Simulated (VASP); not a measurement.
# C in VASP: a series of runs

Runs on C. Level: PBE+D3(BJ). Tasks: relaxation of the atoms, single point.

All numbers are computed with VASP 6.6.1; they aren't measurements. Logs are shortened: lines on timing, memory, paths and dates and some standing lists are left out, and cuts for length are marked.

**1. The cell of the first run**

The cell holds a slab with vacuum, 6 atoms: a = 2.465 Å, b = 2.465 Å, c = 21.738 Å, α = 90.00°, β = 90.00°, γ = 120.00°.

**2. Relaxation of the atoms, PBE+D3(BJ)**

INCAR reads:

```
SYSTEM = C
PREC     = Accurate       ! precision mode
ENCUT    = 520            ! plane-wave cutoff, eV
EDIFF    = 1E-6           ! SCF threshold, eV
ISMEAR   = 0              ! smearing method
SIGMA    = 0.1            ! smearing width, eV
LREAL    = .False.        ! projectors in reciprocal space
LASPH    = .True.         ! aspherical terms in the spheres
NELM     = 80             ! most SCF steps
ALGO     = Normal         ! electronic algorithm
ISIF     = 2              ! what is computed and relaxed
LWAVE    = .False.        ! write WAVECAR
LCHARG   = .False.        ! write CHGCAR
LDIPOL   = .True.       
IDIPOL   = 3            
DIPOL    = 0.5 0.5 0.500
GGA      = PE             ! functional
IVDW     = 12             ! dispersion correction
IBRION   = 2              ! ionic algorithm
NSW      = 80             ! ionic steps
EDIFFG   = -0.02          ! ionic threshold
```

KPOINTS reads:

```
regular mesh
0
Gamma
  15 15 1
  0 0 0
```

POSCAR reads:

```
C
1.0
    2.4649796689      0.0000000000      0.0000000000
   -1.2324898345      2.1347350131      0.0000000000
    0.0000000000      0.0000000000     21.7384333923
C
6
Direct
    0.0000000000      0.0000000000      0.3450110732
    0.3333333333      0.6666666667      0.3450110624
    0.0000000000      0.0000000000      0.5000000054
    0.6666666667      0.3333333333      0.4999999946
    0.0000000000      0.0000000000      0.6549889376
    0.3333333333      0.6666666667      0.6549889268
```

Potentials or basis: VASP PAW PBE potentials, release 64 (C).

Command:

```console
> cat potpaw_PBE.64/C/POTCAR > POTCAR
> mpirun -np 1 vasp_std > vasp.out
```

OUTCAR:

```text
SYSTEM = C
   PREC = Accurate
   ENCUT = 520
   EDIFF = 1E-6
   ISMEAR = 0
   LREAL = .False.
   LASPH = .True.
   NELM = 80
   ISIF = 2
   GGA = PE
   IVDW = 12
   IBRION = 2
   NSW = 80
   EDIFFG = -0.02
 IVDW          = 12

 ion  position               nearest neighbor table
   1  0.000  0.000  0.345-   2 1.42   2 1.42   2 1.42
   2  0.333  0.667  0.345-   1 1.42   1 1.42   1 1.42
   3  0.000  0.000  0.500-   4 1.42   4 1.42   4 1.42
   4  0.667  0.333  0.500-   3 1.42   3 1.42   3 1.42
   5  0.000  0.000  0.655-   6 1.42   6 1.42   6 1.42
   6  0.333  0.667  0.655-   5 1.42   5 1.42   5 1.42

  LATTYP: Found a hexagonal cell.
 ALAT       =     2.4649796689
 C/A-ratio  =     8.8189098136

  Lattice vectors:

 A1 = (   2.4649796689,   0.0000000000,   0.0000000000)
 A2 = (  -1.2324898345,   2.1347350131,   0.0000000000)
 A3 = (   0.0000000000,   0.0000000000,  21.7384333923)

Analysis of symmetry for initial positions (statically):
=====================================================================
 Subroutine PRICEL returns:
 Original cell was already a primitive cell.

 Routine SETGRP: Setting up the symmetry group for a
 hexagonal supercell.

 Subroutine GETGRP returns: Found 12 space group operations
 (whereof 12 operations were pure point group operations)
 out of a pool of 24 trial point group operations.

The static configuration has the point symmetry D_3h.

Analysis of symmetry for dynamics (positions and initial velocities):
=====================================================================
 Subroutine PRICEL returns:
 Original cell was already a primitive cell.

 Routine SETGRP: Setting up the symmetry group for a
 hexagonal supercell.

 Subroutine GETGRP returns: Found 12 space group operations
 (whereof 12 operations were pure point group operations)
 out of a pool of 24 trial point group operations.

The dynamic configuration has the point symmetry D_3h.

 Subroutine INISYM returns: Found 12 space group operations
 (whereof 12 operations are pure point group operations),
 and found     1 'primitive' translations

----------------------------------------------------------------------------------------

                                     Primitive cell

  volume of cell :     114.3893

  direct lattice vectors                    reciprocal lattice vectors
     2.464979669  0.000000000  0.000000000     0.405682859  0.234221108  0.000000000
    -1.232489834  2.134735013  0.000000000     0.000000000  0.468442216  0.000000000
     0.000000000  0.000000000 21.738433392     0.000000000  0.000000000  0.046001475

  length of vectors
     2.464979669  2.464979669 21.738433392     0.468442216  0.468442216  0.046001475

  position of ions in fractional coordinates (direct lattice)
     0.000000000  0.000000000  0.345011073
     0.333333333  0.666666667  0.345011062
     0.000000000  0.000000000  0.500000005
     0.666666667  0.333333333  0.499999995
     0.000000000  0.000000000  0.654988938
     0.333333333  0.666666667  0.654988927

  ion indices of the primitive-cell ions
   primitive index   ion index
                 1           1
                 2           2
                 3           3
                 4           4
                 5           5
                 6           6

----------------------------------------------------------------------------------------

 KPOINTS: regular mesh

Automatic generation of k-mesh.
 Grid dimensions read from file:
 generate k-points for:   15   15    1

 Generating k-lattice:

  Cartesian coordinates                     Fractional coordinates (reciprocal lattice)
     0.027045524  0.015614741  0.000000000     0.066666667  0.000000000  0.000000000
     0.000000000  0.031229481  0.000000000     0.000000000  0.066666667  0.000000000
     0.000000000  0.000000000  0.046001475     0.000000000  0.000000000  1.000000000

  Length of vectors
     0.031229481  0.031229481  0.046001475

  Shift w.r.t. Gamma in fractional coordinates (k-lattice)
     0.000000000  0.000000000  0.000000000

[... 53 lines left out ...]
  band No.  band energies     occupation
      1     -19.6349      2.00000
      2     -19.5368      2.00000
      3     -19.4306      2.00000
      4      -8.2548      2.00000
      5      -7.6217      2.00000
      6      -6.9096      2.00000
[... 8 lines left out ...]
     15       4.6583      0.00000
     16       5.7471      0.00000

 k-point     3 :       0.1333   -0.0000    0.0000
  band No.  band energies     occupation
      1     -19.3183      2.00000
      2     -19.2221      2.00000
      3     -19.1179      2.00000
      4      -7.8729      2.00000
      5      -7.2474      2.00000
      6      -6.5452      2.00000
[... 8 lines left out ...]
     15       5.0852      0.00000
     16       6.1396      0.00000

 k-point     4 :       0.2000   -0.0000    0.0000
  band No.  band energies     occupation
      1     -18.7930      2.00000
      2     -18.7001      2.00000
      3     -18.5992      2.00000
      4      -7.2431      2.00000
      5      -6.6315      2.00000
      6      -6.2724      2.00000
[... 8 lines left out ...]
     15       5.7948      0.00000
     16       6.7817      0.00000
[... 324 lines left out ...]
 k-point    22 :       0.2667    0.2000    0.0000
  band No.  band energies     occupation
      1     -15.9330      2.00000
      2     -15.8579      2.00000
      3     -15.7751      2.00000
      4     -10.3687      2.00000
      5     -10.3364      2.00000
      6     -10.2964      2.00000
[... 8 lines left out ...]
     15       3.5190      0.00000
     16       8.5304      0.00000

 k-point    23 :       0.3333    0.2000    0.0000
  band No.  band energies     occupation
      1     -14.7800      2.00000
      2     -14.7137      2.00000
      3     -14.6398      2.00000
      4     -11.8053      2.00000
      5     -11.7606      2.00000
      6     -11.7078      2.00000
[... 8 lines left out ...]
     15       2.1553      0.00000
     16      10.1131      0.00000

 k-point    24 :       0.4000    0.2000    0.0000
  band No.  band energies     occupation
      1     -13.8211      2.00000
      2     -13.7856      2.00000
      3     -13.7484      2.00000
      4     -12.8144      2.00000
      5     -12.7981      2.00000
      6     -12.7676      2.00000
[... 8 lines left out ...]
     15       1.2866      0.00000
     16      10.4214      0.00000

 [... further k-points ...]

------------------------ aborting loop because EDIFF is reached ----------------------------------------

 vacuum level on the upper side and lower side of the slab       (xc-potential included)        -0.210        -0.210

 Edisp (eV)   -0.78702

 E8    (eV) :    -0.2310

  FORCE on cell =-STRESS in cart. coord.  units (eV):
  Direction    XX          YY          ZZ          XY          YZ          ZX
  --------------------------------------------------------------------------------------
  -------------------------------------------------------------------------------------
  Total       0.27449     0.27449     0.00851    -0.00000     0.00000     0.00000
  in kB       3.84455     3.84455     0.11915    -0.00000     0.00000     0.00000
  external pressure =        2.60 kB  Pullay stress =        0.00 kB

 VOLUME and BASIS-vectors are now :
 -----------------------------------------------------------------------------
  energy-cutoff  :      520.00
  volume of cell :      114.39
      direct lattice vectors                 reciprocal lattice vectors
     2.464979669  0.000000000  0.000000000     0.405682859  0.234221108  0.000000000
    -1.232489834  2.134735013  0.000000000     0.000000000  0.468442216  0.000000000
     0.000000000  0.000000000 21.738433392     0.000000000  0.000000000  0.046001475

 POSITION                                       TOTAL-FORCE (eV/Angst)
 -----------------------------------------------------------------------------------
      0.00000      0.00000      7.50000        -0.000000      0.000000      0.004719
     -0.00000      1.42316      7.50000         0.000000     -0.000000     -0.011502
      0.00000      0.00000     10.86922         0.000000     -0.000000     -0.000000
      1.23249      0.71158     10.86922        -0.000000      0.000000     -0.000000
      0.00000      0.00000     14.23843        -0.000000     -0.000000     -0.004719
     -0.00000      1.42316     14.23843         0.000000      0.000000      0.011502
 -----------------------------------------------------------------------------------
    total drift:                                0.000000     -0.000000      0.000000

  FREE ENERGIE OF THE ION-ELECTRON SYSTEM (eV)
  ---------------------------------------------------
  free  energy   TOTEN  =       -56.0836030535 eV

  energy  without entropy=      -56.0816086496  energy(sigma->0) =      -56.08260585

 reached required accuracy - stopping structural energy minimisation

 vacuum level on the upper side and lower side of the slab         4.019         4.019
```

It took 52 s on 1 thread of Intel Xeon Platinum 8559C (Emerald Rapids), shared host; peak memory 0.22 GiB.

Results:

```
Free energy                  : -56.0836 eV
Largest force after relaxing : 0.012 eV/Å
Dispersion energy per atom   : -0.131 eV
```

Forces in eV/Å, atoms in the order of the input:
```
C    0.000  0.000  0.005
C    0.000  0.000 -0.012
C    0.000  0.000  0.000
C    0.000  0.000  0.000
C    0.000  0.000 -0.005
C    0.000  0.000  0.012
```

Final structure:
```cif
data_structure
_symmetry_space_group_name_H-M 'P 1'
_symmetry_Int_Tables_number 1
_cell_length_a 2.4650
_cell_length_b 2.4650
_cell_length_c 21.7384
_cell_angle_alpha 90.000
_cell_angle_beta 90.000
_cell_angle_gamma 120.000
_cell_volume 114.39
loop_
_atom_site_label
_atom_site_type_symbol
_atom_site_fract_x
_atom_site_fract_y
_atom_site_fract_z
_atom_site_occupancy
C1 C 0.00000 0.00000 0.34501 1
C2 C 0.33333 0.66667 0.34501 1
C3 C 0.00000 0.00000 0.50000 1
C4 C 0.66667 0.33333 0.50000 1
C5 C 0.00000 0.00000 0.65499 1
C6 C 0.33333 0.66667 0.65499 1
```

Caveat: the relaxation stopped at its first step, so nothing moved.

**3. Single point, PBE+D3(BJ)**

This run uses another cell than the first one, of 20.82 Å³/atom, 1.092 times its volume.

INCAR reads:

```
SYSTEM = C
ALGO = Normal ; DIPOL = 0.5 0.5 0.500
EDIFF = 1E-6 ; ENCUT = 520
GGA = PE ; IDIPOL = 3
ISIF = 2 ; ISMEAR = 0
IVDW = 12 ; LASPH = .True.
LCHARG = .False. ; LDIPOL = .True.
LREAL = .False. ; LWAVE = .False.
NBANDS = 21 ; NELM = 60
PREC = Accurate ; SIGMA = 0.1
```

KPOINTS reads:

```
k-points
0
Gamma
  12 12 1
  0 0 0
```

POSCAR reads:

```
C
1.0
    2.4649634470      0.0000000000      0.0000000000
   -1.2324817235      2.1347209645      0.0000000000
    0.0000000000      0.0000000000     23.7405390229
C
6
Direct
    0.0000000000      0.0000000000      0.3580373701
    0.3333333333      0.6666666667      0.3580373635
    0.0000000000      0.0000000000      0.5000000033
    0.6666666667      0.3333333333      0.4999999967
    0.0000000000      0.0000000000      0.6419626365
    0.3333333333      0.6666666667      0.6419626299
```

Potentials or basis: VASP PAW PBE potentials, release 64 (C).

Command:

```console
> cat potpaw_PBE.64/C/POTCAR > POTCAR
> mpirun -np 1 vasp_std > vasp.out
```

Run time: 82 s. Hardware: 1 thread of Intel Xeon Platinum 8488C (Sapphire Rapids), shared host; peak memory 0.24 GiB.

Results (log left out):

* Free energy: -56.0773 eV
* Largest force: 0.012 eV/Å
* Dispersion energy per atom: -0.131 eV

Forces in eV/Å, atoms in the order of the input:
```
C    0.000  0.000  0.008
C    0.000  0.000 -0.012
C    0.000  0.000  0.000
C    0.000  0.000  0.000
C    0.000  0.000 -0.008
C    0.000  0.000  0.012
```

Levels at points of the mesh, in eV from the Fermi level:
| k point | band 9 | band 10 | band 11 | band 12 | band 13 | band 14 | band 15 | band 16 |
| --- | --- | --- | --- | --- | --- | --- | --- | --- |
| (0.00, 0.00, 0.00) | -3.02 | -3.02 | -3.01 | -3.01 | 3.50 | 3.69 | 4.53 | 5.54 |
| (0.50, 0.00, 0.00) | -6.38 | -2.63 | -2.36 | -2.15 | 1.51 | 1.67 | 1.99 | 7.26 |

**4. Relaxation of the atoms, PBE+D3(BJ)**

This run uses another cell than the first one, of 20.82 Å³/atom, 1.092 times its volume.

INCAR reads:

```
SYSTEM = C
ALGO     = Normal         ! electronic algorithm
DIPOL    = 0.5 0.5 0.500
EDIFF    = 1E-6           ! SCF threshold, eV
EDIFFG   = -0.03          ! ionic threshold
ENCUT    = 520            ! plane-wave cutoff, eV
GGA      = PE             ! functional
IBRION   = 2              ! ionic algorithm
IDIPOL   = 3            
ISIF     = 2              ! what is computed and relaxed
ISMEAR   = 0              ! smearing method
IVDW     = 12             ! dispersion correction
LASPH    = .True.         ! aspherical terms in the spheres
LCHARG   = .False.        ! write CHGCAR
LDIPOL   = .True.       
LREAL    = .False.        ! projectors in reciprocal space
LWAVE    = .False.        ! write WAVECAR
NELM     = 80             ! most SCF steps
NSW      = 90             ! ionic steps
PREC     = Accurate       ! precision mode
SIGMA    = 0.1            ! smearing width, eV
```

KPOINTS is that of step 3.

POSCAR reads:

```
C
1.0
    2.4649634470      0.0000000000      0.0000000000
   -1.2324817235      2.1347209645      0.0000000000
    0.0000000000      0.0000000000     23.7405390229
C
6
Selective dynamics
Direct
    0.0000000000      0.0000000000      0.3580373701  F F F
    0.3333333333      0.6666666667      0.3580373635  F F F
    0.0000000000      0.0000000000      0.5000000033  T T T
    0.6666666667      0.3333333333      0.4999999967  T T T
    0.0000000000      0.0000000000      0.6419626365  T T T
    0.3333333333      0.6666666667      0.6419626299  T T T
```

Command:

```console
> cat potpaw_PBE.64/C/POTCAR > POTCAR
> mpirun -np 1 vasp_std > vasp.out
```

Wall time 49 s (1 thread of Intel Xeon Platinum 8488C (Sapphire Rapids), shared host); peak memory 0.23 GiB.

The run converged. Its results:

```yaml
Free_energy: -56.0773 eV
Dispersion_energy_per_atom: -0.131 eV
```

Final structure:
```xyz
6
Lattice="2.4650 0.0000 0.0000 -1.2325 2.1347 0.0000 0.0000 0.0000 23.7405" Properties=species:S:1:pos:R:3 pbc="T T T"
C     0.0000    0.0000    8.5000
C     0.0000    1.4231    8.5000
C     0.0000    0.0000   11.8703
C     1.2325    0.7116   11.8703
C     0.0000    0.0000   15.2405
C     0.0000    1.4231   15.2405
```

Levels at points of the mesh, in eV from the Fermi level:
```
           k point  band 9  band 10  band 11  band 12  band 13  band 14  band 15  band 16
(0.00, 0.00, 0.00)   -3.02    -3.02    -3.01    -3.01     3.50     3.69     4.52     5.55
(0.50, 0.00, 0.00)   -6.38    -2.63    -2.36    -2.15     1.51     1.67     1.99     7.27
```

Caveat: the relaxation stopped at its first step, so nothing moved.

**5. Single point, PBE+D3(BJ)**

This run uses another cell than the first one: it holds 24 atoms, not 6.

INCAR reads:

```
SYSTEM = C
PREC = Accurate
ENCUT = 520
EDIFF = 1E-7
ISMEAR = 0
SIGMA = 0.1
LREAL = Auto
LASPH = .TRUE.
NELM = 100
ALGO = Normal
ISIF = 2
LWAVE = .FALSE.
LCHARG = .FALSE.
LDIPOL = .TRUE.
IDIPOL = 3
DIPOL = 0.5 0.5 0.500
GGA = PE
IVDW = 12
NBANDS = 66
```

KPOINTS reads:

```
Automatic mesh
0
G
  6 6 1
  0 0 0
```

POSCAR reads:

```
C
1.0
    4.9299593294      0.0000000000      0.0000000000
   -2.4649796647      4.2694700189      0.0000000000
    0.0000000000      0.0000000000     23.7384327567
C
24
Direct
    0.0000000000      0.0000000000      0.3580691414
    0.0000000000      0.5000000000      0.3580691414
    0.5000000000      0.0000000000      0.3580691414
    0.5000000000      0.5000000000      0.3580691414
    0.1666666667      0.3333333333      0.3580691315
    0.1666666667      0.8333333333      0.3580691315
    0.6666666667      0.3333333333      0.3580691315
    0.6666666667      0.8333333333      0.3580691315
    0.0000000000      0.0000000000      0.5000000050
    0.0000000000      0.5000000000      0.5000000050
    0.5000000000      0.0000000000      0.5000000050
    0.5000000000      0.5000000000      0.5000000050
    0.3333333333      0.1666666667      0.4999999950
    0.3333333333      0.6666666667      0.4999999950
    0.8333333333      0.1666666667      0.4999999950
    0.8333333333      0.6666666667      0.4999999950
    0.0000000000      0.0000000000      0.6419308685
    0.0000000000      0.5000000000      0.6419308685
    0.5000000000      0.0000000000      0.6419308685
    0.5000000000      0.5000000000      0.6419308685
    0.1666666667      0.3333333333      0.6419308586
    0.1666666667      0.8333333333      0.6419308586
    0.6666666667      0.3333333333      0.6419308586
    0.6666666667      0.8333333333      0.6419308586
```

Command:

```console
> cat potpaw_PBE.64/C/POTCAR > POTCAR
> mpirun -np 1 vasp_std > vasp.out
```

Run time: 5.1 min. Hardware: 1 thread of Intel Xeon Platinum 8559C (Emerald Rapids), shared host; peak memory 0.6 GiB.

It converged, with:

```
Free energy                : -224.3187 eV
Largest force              : 0.007 eV/Å
Dispersion energy per atom : -0.131 eV
```

Forces in eV/Å, atoms in the order of the input:
```
C    0.000  0.000  0.003
C    0.000  0.000  0.003
C    0.000  0.000  0.003
C    0.000  0.000  0.003
C    0.000  0.000 -0.007
C    0.000  0.000 -0.007
C    0.000  0.000 -0.007
C    0.000  0.000 -0.007
C    0.000  0.000  0.000
C    0.000  0.000  0.000
C    0.000  0.000  0.000
C    0.000  0.000  0.000
C    0.000  0.000  0.000
C    0.000  0.000  0.000
C    0.000  0.000  0.000
C    0.000  0.000  0.000
C    0.000  0.000 -0.003
C    0.000  0.000 -0.003
C    0.000  0.000 -0.003
C    0.000  0.000 -0.003
C    0.000  0.000  0.007
C    0.000  0.000  0.007
C    0.000  0.000  0.007
C    0.000  0.000  0.007
```

Levels at points of the mesh, in eV from the Fermi level:
```csv
k point,band 46,band 47,band 48,band 49,band 50,band 51
"(0.00, 0.00, 0.00)",-2.15,-2.15,-2.15,1.51,1.51,1.51
"(0.50, 0.00, 0.00)",-2.74,-2.22,-2.22,2.61,2.61,2.82
```

**6. Overview**

```csv
task,cell,k mesh,atoms held fixed (from 0),largest force (eV/Å)
relaxation of the atoms,"atoms relaxed from a = 2.465, b = 2.465, c = 21.738 Å, angles 90.0, 90.0, 120.0°, 6 atoms",15 × 15 × 1,-,0.01
single point,"a = 2.465, b = 2.465, c = 23.741 Å, angles 90.0, 90.0, 120.0°, 6 atoms",12 × 12 × 1,-,0.01
relaxation of the atoms,"atoms relaxed from a = 2.465, b = 2.465, c = 23.741 Å, angles 90.0, 90.0, 120.0°, 6 atoms",12 × 12 × 1,"[0, 1]",-
single point,"a = 4.930, b = 4.930, c = 23.738 Å, angles 90.0, 90.0, 120.0°, 24 atoms",6 × 6 × 1,-,0.01
```

Alike in all rows: level PBE+D3(BJ); potentials or basis VASP PAW PBE potentials, release 64 (C); no spin polarisation; cutoff (eV) 520; smearing gaussian 0.1 eV.

Caveats: the relaxation stopped at its first step, so nothing moved (some runs).

Absolute energies hang on the potentials; compare differences alone.
